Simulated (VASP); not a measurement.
# Ru (P6_3/mmc) in VASP: further runs, part 2 of 2

VASP 6.6.1. Earlier steps stand in the parts before.

### 4 Single point, PBE (strain along c alone, the other axes held: +3.0 %)

The input, INCAR:

```
SYSTEM = Ru
ALGO     = Fast           ! electronic algorithm
EDIFF    = 1E-6           ! SCF threshold, eV
ENCUT    = 520            ! plane-wave cutoff, eV
GGA      = PE             ! functional
ISIF     = 2              ! what is computed and relaxed
ISMEAR   = 0              ! smearing method
LASPH    = .TRUE.         ! aspherical terms in the spheres
LCHARG   = .TRUE.         ! write CHGCAR
LELF     = .TRUE.         ! ELF
LREAL    = .FALSE.        ! projectors in reciprocal space
LVHAR    = .TRUE.       
LWAVE    = .FALSE.        ! write WAVECAR
NBANDS   = 21             ! bands
NELM     = 60             ! most SCF steps
PREC     = Accurate       ! precision mode
SIGMA    = 0.1            ! smearing width, eV
```

The input, KPOINTS:

```
k-points
0
G
  24 24 12
  0 0 0
```

The input, POSCAR:

```
Ru
1.0
    2.7199967399      0.0000000000      0.0000000000
   -1.3599983699      2.3555862750      0.0000000000
    0.0000000000      0.0000000000      4.4256738894
Ru
2
Direct
    0.3333333333      0.6666666667      0.2500000000
    0.6666666667      0.3333333333      0.7500000000
```

Potentials or basis: VASP PAW PBE potentials, release 64 (Ru_pv).

Started as:

```bash
cat potpaw_PBE.64/Ru_pv/POTCAR > POTCAR
mpirun -np 1 vasp_std > vasp.out
```

OUTCAR:

```text
SYSTEM = Ru
   EDIFF = 1E-6
   ENCUT = 520
   GGA = PE
   ISIF = 2
   ISMEAR = 0
   LASPH = .TRUE.
   LREAL = .FALSE.
   NELM = 60
   PREC = Accurate

 ion  position               nearest neighbor table
   1  0.333  0.667  0.250-   2 2.71   2 2.71   2 2.71   2 2.71   2 2.71   2 2.71
   2  0.667  0.333  0.750-   1 2.71   1 2.71   1 2.71   1 2.71   1 2.71   1 2.71

  LATTYP: Found a hexagonal cell.
 ALAT       =     2.7199967399
 C/A-ratio  =     1.6270879389

  Lattice vectors:

 A1 = (   2.7199967399,   0.0000000000,   0.0000000000)
 A2 = (  -1.3599983699,   2.3555862750,   0.0000000000)
 A3 = (   0.0000000000,   0.0000000000,   4.4256738894)

Analysis of symmetry for initial positions (statically):
=====================================================================
 Subroutine PRICEL returns:
 Original cell was already a primitive cell.

 Routine SETGRP: Setting up the symmetry group for a
 hexagonal supercell.

 Subroutine GETGRP returns: Found 24 space group operations
 (whereof 12 operations were pure point group operations)
 out of a pool of 24 trial point group operations.

The static configuration has the point symmetry D_3d.
 The point group associated with its full space group is D_6h.
[... 160 lines left out ...]

  energy without entropy =      -18.41420405  energy(sigma->0) =      -18.41902243

 E-fermi :  12.0775     XC(G=0): -13.8532

 val. band max:       12.0711083608   @ k =   0.2083   0.1250   0.0000
 cond. band min:      12.0776608180   @ k =   0.3750  -0.0000   0.3333
 fundamental gap:      0.0065524572
 Fermi energy:        12.0774756242

 k-point     1 :       0.0000    0.0000    0.0000
  band No.  band energies     occupation
      1     -31.3884      2.00000
      2     -30.5854      2.00000
      3     -30.5854      2.00000
      4     -30.4588      2.00000
      5     -30.4576      2.00000
      6     -30.4576      2.00000
[... 565 lines left out ...]
     20      23.3112      0.00000
     21      24.9274      0.00000

 [... further k-points ...]

------------------------ aborting loop because EDIFF is reached ----------------------------------------

  FORCE on cell =-STRESS in cart. coord.  units (eV):
  Direction    XX          YY          ZZ          XY          YZ          ZX
  --------------------------------------------------------------------------------------
  -------------------------------------------------------------------------------------
  Total       -0.7781802     -0.7781802     -3.0703789     -0.0000000     -0.0000000      0.0000000
  in kB      -43.9687320    -43.9687320   -173.4825309     -0.0000000     -0.0000000      0.0000000
  external PRESSURE =     -87.1399983 kB  Pullay stress =       0.0000000 kB

 VOLUME and BASIS-vectors are now :
 -----------------------------------------------------------------------------
  energy-cutoff  :      520.00
  volume of cell :       28.36
      direct lattice vectors                 reciprocal lattice vectors
     2.719996740  0.000000000  0.000000000     0.367647499  0.212261383  0.000000000
    -1.359998370  2.355586275  0.000000000     0.000000000  0.424522766  0.000000000
     0.000000000  0.000000000  4.425673889     0.000000000  0.000000000  0.225954290

 POSITION                                       TOTAL-FORCE (eV/Angst)
 -----------------------------------------------------------------------------------
     -0.00000      1.57039      1.10642         0.000000     -0.000000      0.000000
      1.36000      0.78520      3.31926        -0.000000      0.000000      0.000000
 -----------------------------------------------------------------------------------
    total drift:                               -0.000000      0.000000     -0.000000

  FREE ENERGIE OF THE ION-ELECTRON SYSTEM (eV)
  ---------------------------------------------------
  free  energy   TOTEN  =       -18.4238408161 eV

  energy  without entropy=      -18.4142040535  energy(sigma->0) =      -18.41902243
```

stdout:

```text
POSCAR found type information on POSCAR Ru
 POSCAR found :  1 types and       2 ions
 scaLAPACK will be used
 LDA part: xc-table for (Slater+PW92), standard interpolation
 POSCAR, INCAR and KPOINTS ok, starting setup
 FFT: planning ... GRIDC
 FFT: planning ... GRID_SOFT
 FFT: planning ... GRID
 WAVECAR not read
 entering main loop
```

It took 2 min on 1 thread of Intel Xeon Platinum 8488C (Sapphire Rapids), shared host; peak memory 0.29 GiB.

What came out:

* Free energy: -18.4238 eV
* Pressure: -8.7 GPa
* Band gap on the k mesh: zero (bands 14 and 15 overlap by 2.97 eV)

Caveat: the cell differs from its parent crystal (strain along c alone, the other axes held: +3.0 %); the cell stands under tension.

### 5 Overview

```tsv
cell	gap on the mesh (eV)	pressure (GPa)
a = 2.693, b = 2.693, c = 4.323 Å, angles 90.0, 90.0, 120.0°, 2 atoms	none	4.4
a = 2.720, b = 2.720, c = 4.297 Å, angles 90.0, 90.0, 120.0°, 2 atoms	none	-0.1
a = 2.720, b = 2.720, c = 4.426 Å, angles 90.0, 90.0, 120.0°, 2 atoms	none	-8.7
```

Alike in all rows: task single point; level PBE; potentials or basis VASP PAW PBE potentials, release 64 (Ru_pv); no spin polarisation; k mesh 24 × 24 × 12; cutoff (eV) 520; smearing gaussian 0.1 eV.

Caveats: the cell stands under pressure (at least some runs); the cell stands under tension (at least some runs).

Absolute energies hang on the potentials; compare differences alone.
